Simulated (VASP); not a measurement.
Write the native input for VASP 6.6.1 that does the following.

| Item | Value |
| --- | --- |
| Task | single point |
| Functional | PBE0 |
| Potentials or basis | VASP PAW PBE potentials, release 64 (Ga_d) |
| Cutoff | 520 eV |
| k mesh | 5 × 5 × 5 |
| Occupations | fermi-dirac, width 0.05 eV |
| Spin | no spin polarisation |
| Dipole correction | no |
| Grid for exact exchange (PRECFOCK) | Normal |
| Further INCAR settings | ALGO = Normal; EDIFF = 1e-07; NBANDS = 12 |

The system is Ga.

```xyz
1
Lattice="2.7165 0.0000 0.0000 0.0000 2.7165 0.0000 0.0000 0.0000 2.7165" Properties=species:S:1:pos:R:3 pbc="T T T"
Ga    0.0000    0.0000    0.0000
```

These files were run (other wordings do the same):

POSCAR

```
Ga
1.0
    2.7164800000      0.0000000000      0.0000000000
    0.0000000000      2.7164800000      0.0000000000
    0.0000000000      0.0000000000      2.7164800000
Ga
1
Direct
    0.0000000000      0.0000000000      0.0000000000
```

INCAR.step1

```
  ALGO = Normal
  EDIFF = 1E-5
  ENCUT = 520
  GGA = PE
  ISIF = 2
  ISMEAR = -1
  LASPH = T
  LCHARG = F
  LREAL = F
  LWAVE = T
  NBANDS = 12
  NELM = 100
  PREC = Accurate
  SIGMA = 0.05
```

INCAR.step2

```
  AEXX = 0.25
  ALGO = Normal
  EDIFF = 1E-7
  ENCUT = 520
  GGA = PE
  ISIF = 2
  ISMEAR = -1
  ISTART = 1
  LASPH = T
  LCHARG = F
  LHFCALC = T
  LREAL = F
  LWAVE = F
  NBANDS = 12
  NELM = 100
  PREC = Accurate
  PRECFOCK = Normal
  SIGMA = 0.05
```

KPOINTS

```
k-points
0
Gamma
  5 5 5
```

Potentials or basis: VASP PAW PBE potentials, release 64 (Ga_d).

The run is started by

```console
$ cat potpaw_PBE.64/Ga_d/POTCAR > POTCAR
$ cp INCAR.step1 INCAR
$ mpirun -np 1 vasp_std > vasp.out
$ cp INCAR.step2 INCAR
$ mpirun -np 1 vasp_std > vasp.out
```

Results of the run:

```json
{
  "Pressure": "-1.7 GPa"
}
```

Caveat: the k points lie up to 0.46 Å⁻¹ apart; the PAW data sets were made with another functional, which shifts forces and pressure a little.

Wall time 6.3 min on 1 thread of AMD EPYC 7R43 64-Core Processor (Zen 3), on a shared host, peak memory 0.1 GiB.
